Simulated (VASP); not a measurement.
Write the native input for VASP 6.6.1 that does the following.

```yaml
Task: relaxation of cell and atoms
Functional: PBE
Potentials_or_basis: VASP PAW PBE potentials, release 64 (Sn_d, Te)
Cutoff: 600 eV
k_mesh: 13 × 13 × 13
Occupations: fermi-dirac, width 0.05 eV
Spin: no spin polarisation
Target_pressure: 32 GPa
Dipole_correction: no
Further_INCAR_settings: ALGO = Normal; EDIFF = 1e-06; IBRION = 2; EDIFFG = -0.005; NSW = 32; ISIF = 3
```

The structure of SnTe (rocksalt type) lies in POSCAR:

```
SnTe
1.0
    0.0000000000      2.8425374087      2.8425374087
    2.8425374087      0.0000000000      2.8425374087
    2.8425374087      2.8425374087      0.0000000000
Sn Te
1 1
Direct
    0.0000000000      0.0000000000      0.0000000000
    0.5000000000      0.5000000000      0.5000000000
```

One way to write it, as run:

INCAR

```
SYSTEM = SnTe
PREC     = Accurate       ! precision mode
ENCUT    = 600            ! plane-wave cutoff, eV
EDIFF    = 1E-6           ! SCF threshold, eV
ISMEAR   = -1             ! smearing method
SIGMA    = 0.05           ! smearing width, eV
LREAL    = .False.        ! projectors in reciprocal space
LASPH    = .True.         ! aspherical terms in the spheres
NELM     = 100            ! most SCF steps
ALGO     = Normal         ! electronic algorithm
ISIF     = 3              ! what is computed and relaxed
LWAVE    = .False.        ! write WAVECAR
LCHARG   = .False.        ! write CHGCAR
GGA      = PE             ! functional
IBRION   = 2              ! ionic algorithm
NSW      = 32             ! ionic steps
EDIFFG   = -0.005         ! ionic threshold
PSTRESS  = 320.0
```

KPOINTS

```
regular mesh
0
Gamma
  13 13 13
  0 0 0
```

Potentials or basis: VASP PAW PBE potentials, release 64 (Sn_d, Te).

Run with:

```sh
$ cat potpaw_PBE.64/Sn_d/POTCAR potpaw_PBE.64/Te/POTCAR > POTCAR
$ mpirun -np 1 vasp_std > vasp.out
```

Results of the run:

The relaxed volume is 22.98 Å³/atom, the relaxed cell is a = 4.021 Å, b = 4.021 Å, c = 4.021 Å, α = 60.00°, β = 60.00°, γ = 60.00° and the space group after relaxing (to 0.05 Å) is Fm-3m (No. 225). The energy change on relaxing (the enthalpy is what falls) is -2.0 meV/atom, the ionic steps are 5 and the pressure after relaxing is 32.0 GPa.

Caveat: the cell is relaxed towards a set pressure, so the enthalpy falls and the energy may rise.

It took 43 s on 1 thread of Intel(R) Xeon(R) 6975P-C (Granite Rapids), on a shared host, peak memory 0.24 GiB.
